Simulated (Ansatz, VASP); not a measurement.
**NaI: VASP beside Ansatz**

The input INCAR:

```
SYSTEM = NaI
ALGO = Normal
EDIFF = 1E-7
ENCUT = 520
GGA = PE
ISIF = 2
ISMEAR = 0
LASPH = .True.
LCHARG = .False.
LREAL = .False.
LWAVE = .False.
NBANDS = 14
NELM = 80
PREC = Accurate
SIGMA = 0.05
```

Contents of KPOINTS:

```
k-points
0
Gamma
  6 6 6
  0 0 0
```

The input POSCAR:

```
NaI
1.0
    0.0202275000      3.2364000000      3.2364000000
    3.2566275000      0.0000000000      3.2566275000
    3.2364000000      3.2364000000      0.0202275000
Na I
1 1
Direct
    0.0000000000      0.0000000000      0.0000000000
    0.5000000000      0.5000000000      0.5000000000
```

Input for Ansatz:

```yaml
crystal:
  lattice:
    - [0.0202275, 3.2364, 3.2364]
    - [3.2566275, 0.0, 3.2566275]
    - [3.2364, 3.2364, 0.0202275]
  atoms:
    - { symbol: Na, position: [0.0, 0.0, 0.0] }
    - { symbol: I, position: [0.5, 0.5, 0.5] }
basis:
  ecutwfc: 420
kpoints:
  mp_grid: { grid: [6, 6, 6] }
hamiltonian:
  xc: pbe
scf:
  occupations: { method: gaussian, width: 0.05 }
output:
  forces: true
  stress: true
  eigenvalues: true
```

Change from the starting cell: strain +0.0125 x Voigt [0, 0, 0, 0, 1, 0], atoms carried along.

Alike in both runs: task single point; functional PBE; k mesh 6 × 6 × 6; occupations gaussian, width 0.05 eV; no spin polarisation.

```csv
,VASP,Ansatz
version,VASP 6.6.1,Ansatz 0.2.0
potentials or method,"VASP PAW PBE potentials, release 64 (Na_pv, I), cutoff 520 eV","scalar-relativistic, plane waves, PAW"
valence electrons in the cell,14,26
```

Ansatz gave:

* gap on the k mesh at the Fermi level (eV): 3.62
* least direct gap on the mesh (eV): 3.62
* pressure (GPa): 0.4
* traceless stress, the component that is largest in VASP (GPa): -0.09

**Question.** Estimate VASP's values.

**Answer.** gap on the k mesh at the Fermi level (eV): 3.61; least direct gap on the mesh (eV): 3.61; pressure (GPa): 0.4; traceless stress, the component that is largest in VASP (GPa): -0.09.

VASP's potentials hold 14 valence electrons a cell and Ansatz's 26, so a difference there can come from the potentials and not from the codes.

Neither program's run includes spin-orbit coupling.
